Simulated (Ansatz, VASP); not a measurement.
Hf in VASP and in Ansatz

```xyz
2
Lattice="3.6161 0.0000 0.0000 -1.8081 3.1316 0.0000 0.0000 0.0000 5.0578" Properties=species:S:1:pos:R:3 pbc="T T T"
Hf    0.0000    2.0878    1.2645
Hf    1.8081    1.0439    3.7934
```

Change from the starting cell: strain +0.1312 x Voigt [1, 1, 0, 0, 0, 0], atoms carried along.

Alike in both runs: task single point; functional PBE; k mesh 18 × 18 × 10; occupations gaussian, width 0.15 eV; no spin polarisation.

|  | VASP | Ansatz |
| --- | --- | --- |
| version | VASP 6.6.1 | Ansatz 0.2.0 |
| potentials or method | VASP PAW PBE potentials, release 64 (Hf_pv), cutoff 520 eV | scalar-relativistic, plane waves, PAW |
| valence electrons in the cell | 20 | 52 |

```tsv
	VASP	Ansatz	Ansatz less VASP
gap on the k mesh at the Fermi level (eV)	none	none	-
pressure (GPa)	-16.4	-16.0	+0.34
traceless stress, the component that is largest in VASP (GPa)	4.82	4.89	+0.073
```

A gap of «none» marks a metal or a gap that the smearing closes. The functional is the same, so the differences come from potentials, cutoffs and numerics. VASP's potentials hold 20 valence electrons a cell and Ansatz's 52, so a difference there can come from the potentials and not from the codes.

Spin-orbit coupling is off throughout.
